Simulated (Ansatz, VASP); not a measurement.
## Two plane-wave programs on HPt6

```
Pt H
1.0
     5.61458    0.00000    0.00000
    -2.80729    4.86237    0.00000
     0.00000    0.00000   22.61974
Pt H
12 2
Direct
  0.33333 0.16667 0.17684
  0.33333 0.66667 0.17684
  0.83333 0.16667 0.17684
  0.83333 0.66667 0.17684
  0.16667 0.33333 0.27896
  0.16667 0.83333 0.27896
  0.66667 0.33333 0.27896
  0.66667 0.83333 0.27896
  0.00000 0.00000 0.38107
  0.00000 0.50000 0.38107
  0.50000 0.00000 0.38107
  0.50000 0.50000 0.38107
  0.13509 0.27017 0.44341
  0.36491 0.72983 0.44341
```

Alike in both runs: task single point; functional PBE; k mesh 6 × 6 × 1; occupations gaussian, width 0.1 eV; no spin polarisation.

|  | VASP | Ansatz |
| --- | --- | --- |
| version | VASP 6.6.1 | Ansatz 0.2.0 |
| potentials or method | VASP PAW PBE potentials, release 64 (Pt, H), cutoff 520 eV | scalar-relativistic, plane waves, PAW |
| valence electrons in the cell | 122 | 218 |

|  | VASP | Ansatz | Ansatz less VASP |
| --- | --- | --- | --- |
| gap on the k mesh at the Fermi level (eV) | none | none | - |
| rms of the force components (eV/Å) | 0.524 | 0.528 | +0.0035 |

Atom by atom the forces differ by 0.009 eV/Å (rms over components). A gap of «none» marks a metal or a gap that the smearing closes. VASP's potentials hold 122 valence electrons a cell and Ansatz's 218, so a difference there can come from the potentials and not from the codes.

Neither program's run includes spin-orbit coupling.
